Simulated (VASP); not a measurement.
Wanted: the native input for a VASP 6.6.1 run.

| Item | Value |
| --- | --- |
| Task | relaxation of the atoms |
| Functional | PBEsol |
| Potentials or basis | VASP PAW PBE potentials, release 64 (Sn_d, Se) |
| Cutoff | 520 eV |
| k mesh | 5 × 5 × 5 |
| Occupations | fermi-dirac, width 0.05 eV |
| Spin | no spin polarisation |
| Dipole correction | no |
| Further INCAR settings | ALGO = Normal; EDIFF = 1e-06; IBRION = 2; EDIFFG = -0.01; NSW = 60 |

The structure of Sn3Se lies in POSCAR:

```
Sn3Se
1.0
    0.0000000000      3.6584752400      3.7331380000
    3.6584752400      0.0000000000      3.7331380000
    3.6584752400      3.6584752400      0.0000000000
Sn Se
3 1
Direct
    0.5000000000      0.5000000000      0.5000000000
    0.7500000000      0.7500000000      0.7500000000
    0.2500000000      0.2500000000      0.2500000000
    0.0000000000      0.0000000000      0.0000000000
```

One way to write it, as run:

INCAR

```
PREC = Accurate ; ENCUT = 520
EDIFF = 1E-6 ; ISMEAR = -1
SIGMA = 0.05 ; LREAL = F
LASPH = T ; NELM = 60
ALGO = Normal ; ISIF = 2
LWAVE = F ; LCHARG = F
GGA = PS ; IBRION = 2
NSW = 60 ; EDIFFG = -0.01
```

KPOINTS

```
regular mesh
0
Gamma
  5 5 5
```

Potentials or basis: VASP PAW PBE potentials, release 64 (Sn_d, Se).

Command:

```console
$ cat potpaw_PBE.64/Sn_d/POTCAR potpaw_PBE.64/Se/POTCAR > POTCAR
$ mpirun -np 1 vasp_std > vasp.out
```

It gave:

* Pressure after relaxing: -1.0 GPa

Caveat: the relaxation stopped at its first step, so nothing moved; the PAW data sets were made with another functional, which shifts forces and pressure a little.

It took 89 s on 1 thread of Oxide Virtual Turin-like Processor, with other jobs on the host, peak memory 0.22 GiB.
